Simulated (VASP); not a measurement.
A run of VASP 6.6.1:

The input INCAR:

```
PREC = Accurate ; ENCUT = 520
EDIFF = 1E-6 ; ISMEAR = -1
SIGMA = 0.05 ; LREAL = False
LASPH = True ; NELM = 80
ALGO = Normal ; ISIF = 2
LWAVE = False ; LCHARG = True
GGA = PE ; LELF = True
LVHAR = True ; NBANDS = 22
```

KPOINTS

```
regular mesh
0
Gamma
  11 11 6
```

POSCAR

```
Rh
1.0
    2.7845412492      0.0000000000      0.0000000000
   -1.3922706246      2.4114834597      0.0000000000
    0.0000000000      0.0000000000      4.5153441684
Rh
2
Direct
    0.3333333333      0.6666666667      0.2500000000
    0.6666666667      0.3333333333      0.7500000000
```

Potentials or basis: VASP PAW PBE potentials, release 64 (Rh_pv).

Run with:

```console
$ cat potpaw_PBE.64/Rh_pv/POTCAR > POTCAR
$ mpirun -np 1 vasp_std > vasp.out
```

Hardware: 1 thread of Intel(R) Xeon(R) 6975P-C (Granite Rapids) (shared host).

Question: How long does it take, and how much memory?

Answer: Run time: 13 s on 1 thread of Intel(R) Xeon(R) 6975P-C (Granite Rapids), with other jobs on the host, peak memory 0.17 GiB. Counts: scf iterations 11, k points 64.
